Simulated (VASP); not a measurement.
# CdH2O2 (P-3m1) in VASP: single point with PBEsol

Aim: the single point of CdH2O2 with PBEsol.

Everything below comes from runs of VASP 6.6.1. Logs are shortened: lines on timing, memory, paths and dates and some standing lists are left out, and cuts for length are marked.

### Step 1. The cell of the first run

The structure is trigonal, space group P-3m1 (No. 164). The conventional cell has a = 3.516 Å, b = 3.516 Å, c = 4.643 Å, α = 90.00°, β = 90.00°, γ = 120.00°. Within 3.1 Å of Cd (site symmetry -3m) lie 6 O at 2.32 Å and 6 H at 2.91 Å. Within 1.3 Å of H (site symmetry 3m) lie 1 O at 0.97 Å. Within 1.3 Å of O (site symmetry 3m) lie 1 H at 0.97 Å.

### Step 2. Single point, PBEsol

INCAR reads:

```
SYSTEM = CdH2O2
PREC = Accurate
ENCUT = 700
EDIFF = 1E-6
ISMEAR = 0
SIGMA = 0.1
LREAL = .False.
LASPH = .True.
NELM = 120
ALGO = Normal
ISIF = 2
LWAVE = .False.
LCHARG = .False.
GGA = PS
NBANDS = 25
GGA_COMPAT = .False.
```

KPOINTS reads:

```
Automatic mesh
0
Gamma
  6 6 4
  0 0 0
```

POSCAR reads:

```
CdH2O2
1.0
    3.5155259648      0.0000000000      0.0000000000
   -1.7577629824      3.0445347931      0.0000000000
    0.0000000000      0.0000000000      4.6429792900
Cd H O
1 2 2
Direct
    0.0000000000      0.0000000000      0.0000000000
    0.6666666700      0.3333333300      0.5509607200
    0.3333333300      0.6666666700      0.4490392800
    0.6666666700      0.3333333300      0.7593720000
    0.3333333300      0.6666666700      0.2406280000
```

Potentials or basis: VASP PAW PBE potentials, release 64 (Cd_sv_GW, H, O).

The run is started by

```sh
cat potpaw_PBE.64/Cd_sv_GW/POTCAR potpaw_PBE.64/H/POTCAR potpaw_PBE.64/O/POTCAR > POTCAR
mpirun -np 1 vasp_std > vasp.out
```

OUTCAR:

```text
SYSTEM = CdH2O2
   PREC = Accurate
   ENCUT = 700
   EDIFF = 1E-6
   ISMEAR = 0
   LREAL = .False.
   LASPH = .True.
   NELM = 120
   ISIF = 2
   GGA = PS

 ion  position               nearest neighbor table
   1  0.000  0.000  0.000-   4 2.32   5 2.32   5 2.32   4 2.32   4 2.32   5 2.32
   2  0.667  0.333  0.551-   4 0.97
   3  0.333  0.667  0.449-   5 0.97
   4  0.667  0.333  0.759-   2 0.97   1 2.32   1 2.32   1 2.32
   5  0.333  0.667  0.241-   3 0.97   1 2.32   1 2.32   1 2.32

  LATTYP: Found a hexagonal cell.
 ALAT       =     3.5155259648
 C/A-ratio  =     1.3207068690

  Lattice vectors:

 A1 = (   3.5155259648,   0.0000000000,   0.0000000000)
 A2 = (  -1.7577629824,   3.0445347931,   0.0000000000)
 A3 = (   0.0000000000,   0.0000000000,   4.6429792900)

Analysis of symmetry for initial positions (statically):
=====================================================================
 Subroutine PRICEL returns:
 Original cell was already a primitive cell.

 Routine SETGRP: Setting up the symmetry group for a
 hexagonal supercell.

 Subroutine GETGRP returns: Found 12 space group operations
 (whereof 12 operations were pure point group operations)
 out of a pool of 24 trial point group operations.

The static configuration has the point symmetry D_3d.

Analysis of symmetry for dynamics (positions and initial velocities):
=====================================================================
 Subroutine PRICEL returns:
 Original cell was already a primitive cell.

 Routine SETGRP: Setting up the symmetry group for a
 hexagonal supercell.

 Subroutine GETGRP returns: Found 12 space group operations
 (whereof 12 operations were pure point group operations)
 out of a pool of 24 trial point group operations.

The dynamic configuration has the point symmetry D_3d.

 Subroutine INISYM returns: Found 12 space group operations
 (whereof 12 operations are pure point group operations),
 and found     1 'primitive' translations

----------------------------------------------------------------------------------------

                                     Primitive cell

  volume of cell :      49.6945

[... 88 lines left out ...]
   LNONCOLLINEAR =      F non collinear calculations
   LSORBIT =      F    spin-orbit coupling
   LASPH  =      T    aspherical Exc in radial PAW
   ENCUT  =  700.0 eV  51.45 Ry    7.17 a.u.   7.58  7.58 10.02*2*pi/ulx,y,z
   NELM   =    120;   NELMIN=  2; NELMDL= -5     # of ELM steps
   EDIFF  = 0.1E-05   stopping-criterion for ELM
   LREAL  =      F    real-space projection
   EDIFFG = 0.1E-04   stopping-criterion for IOM
   NSW    =      0    number of steps for IOM
   IBRION =     -1    ionic relax: 0-MD 1-quasi-New 2-CG
   NFREE  =      0    steps in history (QN), initial steepest desc. (CG)
   ISIF   =      2    stress and relaxation
   ISYM   =      2    0-nonsym 1-usesym 2-fastsym
   POTIM  = 0.5000    time-step for ionic-motion
   TEBEG  =    0.0;   TEEND  =   0.0 temperature during run
   PSTRESS=    0.0 pullay stress
   NELECT =      34.0000    total number of electrons
   NUPDOWN=      -1.0000    fix difference up-down
   EMIN   =  10.00;   EMAX   =-10.00  energy-range for DOS
   EFERMI =   0.00;   METHOD = LEGACY
   ISMEAR =     0;   SIGMA  =   0.10  broadening in eV -4-tet -1-fermi 0-gaus
   EFERMI_NEDOS =   21; number of points for ismear=-14 and -15
   IALGO  =     38    algorithm
   IMIX   =      4    mixing-type and parameters
     AMIX     =   0.40;   BMIX     =  1.00
     AMIX_MAG =   1.60;   BMIX_MAG =  1.00
  volume/ion in A,a.u.               =       9.94        67.07
  Fermi-wavevector in a.u.,A,eV,Ry     =   1.442553  2.726030 28.313172  2.080959
  Thomas-Fermi vector in A             =   2.561060
   LORBIT       =      0    0 simple, 1 ext, 2 COOP (PROOUT), +10 PAW based schemes
   GGA     = PS    functional components
   LHFCALC =     F    Hartree Fock is set to
   AEXX    =    0.0000 exact exchange contribution
   IVDW    =     0    specifies the selected vdW correction
   LEPSILON=     F    determine dielectric tensor
   LRPA    =     F    only Hartree local field effects (RPA)
 non-spin polarized calculation
 Gauss-broadening in eV      SIGMA  =   0.10
  energy-cutoff  :      700.00
  volume of cell :       49.69
 maximum number of plane-waves:      2107
   NGX = 15   NGY = 15   NGZ = 21

 number of electron      34.0000007 magnetization

 Free energy of the ion-electron system (eV)
  ---------------------------------------------------
  ext. energy  EPLUGINS =         0.00000000
  ---------------------------------------------------
  free energy    TOTEN  =       -23.59877012 eV

  energy without entropy =      -23.59877012  energy(sigma->0) =      -23.59877012

 E-fermi :   2.2049     XC(G=0): -10.3370

 val. band max:        1.4202632830   @ k =   0.5000   0.0000   0.0000
 cond. band min:       3.0353927222   @ k =   0.0000   0.0000   0.0000
 fundamental gap:      1.6151294392
 Fermi energy:         2.2048743120

 k-point     1 :       0.0000    0.0000    0.0000
  band No.  band energies     occupation
      1     -98.1552      2.00000
      2     -59.3088      2.00000
      3     -59.2555      2.00000
      4     -59.2555      2.00000
      5     -17.0834      2.00000
      6     -16.0593      2.00000
[... 661 lines left out ...]
     24      17.7710      0.00000
     25      18.3259      0.00000

------------------------ aborting loop because EDIFF is reached ----------------------------------------

  FORCE on cell =-STRESS in cart. coord.  units (eV):
  Direction    XX          YY          ZZ          XY          YZ          ZX
  --------------------------------------------------------------------------------------
  -------------------------------------------------------------------------------------
  Total       -0.5577967     -0.5577967      0.5894344      0.0000000      0.0000000      0.0000000
  in kB      -17.9836781    -17.9836781     19.0036948      0.0000000      0.0000000      0.0000000
  external PRESSURE =      -5.6545538 kB  Pullay stress =       0.0000000 kB

 VOLUME and BASIS-vectors are now :
 -----------------------------------------------------------------------------
  energy-cutoff  :      700.00
  volume of cell :       49.69
      direct lattice vectors                 reciprocal lattice vectors
     3.515525965  0.000000000  0.000000000     0.284452457  0.164228703  0.000000000
    -1.757762982  3.044534793  0.000000000     0.000000000  0.328457406  0.000000000
     0.000000000  0.000000000  4.642979290     0.000000000  0.000000000  0.215378949

 POSITION                                       TOTAL-FORCE (eV/Angst)
 -----------------------------------------------------------------------------------
      0.00000      0.00000      0.00000        -0.000000      0.000000      0.000000
      1.75776      1.01484      2.55810        -0.000000      0.000000     -0.613792
     -0.00000      2.02969      2.08488        -0.000000     -0.000000      0.613792
      1.75776      1.01484      3.52575        -0.000000      0.000000      0.772082
     -0.00000      2.02969      1.11723         0.000000     -0.000000     -0.772082
 -----------------------------------------------------------------------------------
    total drift:                               -0.000000     -0.000000     -0.000000

  FREE ENERGIE OF THE ION-ELECTRON SYSTEM (eV)
  ---------------------------------------------------
  free  energy   TOTEN  =       -23.5987701230 eV

  energy  without entropy=      -23.5987701230  energy(sigma->0) =      -23.59877012
```

OSZICAR:

```text
N       E                     dE             d eps       ncg     rms          rms(c)
DAV:   1     0.629367769247E+03    0.62937E+03   -0.21826E+04  1200   0.210E+03
DAV:   2     0.427286189839E+02   -0.58664E+03   -0.52736E+03  1208   0.647E+02
DAV:   3    -0.245304845532E+02   -0.67259E+02   -0.65972E+02  1877   0.240E+02
DAV:   4    -0.266927191306E+02   -0.21622E+01   -0.21565E+01  1568   0.467E+01
DAV:   5    -0.267709889724E+02   -0.78270E-01   -0.78259E-01  1710   0.863E+00    0.160E+01
DAV:   6    -0.236233648756E+02    0.31476E+01   -0.75267E+00  1665   0.554E+01    0.139E+01
DAV:   7    -0.236392267173E+02   -0.15862E-01   -0.93545E-01  1266   0.896E+00    0.955E+00
DAV:   8    -0.236288541904E+02    0.10373E-01   -0.34673E-01  1850   0.947E+00    0.228E+00
DAV:   9    -0.235985927495E+02    0.30261E-01   -0.69612E-02  1691   0.565E+00    0.291E-01
DAV:  10    -0.235986777995E+02   -0.85050E-04   -0.96307E-03  1440   0.911E-01    0.103E-01
DAV:  11    -0.235987718948E+02   -0.94095E-04   -0.42564E-04  1925   0.222E-01    0.466E-02
DAV:  12    -0.235987631685E+02    0.87263E-05   -0.50131E-05  1804   0.108E-01    0.227E-02
DAV:  13    -0.235987697325E+02   -0.65640E-05   -0.89956E-06  1351   0.239E-02    0.337E-03
DAV:  14    -0.235987701230E+02   -0.39049E-06   -0.77632E-07  1095   0.276E-02
   1 F= -.23598770E+02 E0= -.23598770E+02  d E =-.216016E-29
```

Wall time 28 s (1 thread of Intel Xeon 6975P-C (Granite Rapids), shared host); peak memory 0.21 GiB.

What came out:

| Quantity | Value |
| --- | --- |
| Free energy | -23.5988 eV |
| Pressure | -0.6 GPa |
| Largest force | 0.772 eV/Å |
| Band gap on the k mesh | 1.62 eV (least direct gap 1.96 eV) |

Forces in eV/Å, atoms in the order of the input:
```
Cd   0.000  0.000  0.000
H    0.000  0.000 -0.614
H    0.000  0.000  0.614
O    0.000  0.000  0.772
O    0.000  0.000 -0.772
```

Stress tensor (GPa, compression positive):
```
-1.80  0.00  0.00
 0.00 -1.80  0.00
 0.00  0.00  1.90
```

Caveat: the PAW data sets were made with another functional, which shifts forces and pressure a little. A k mesh can miss the band edges.
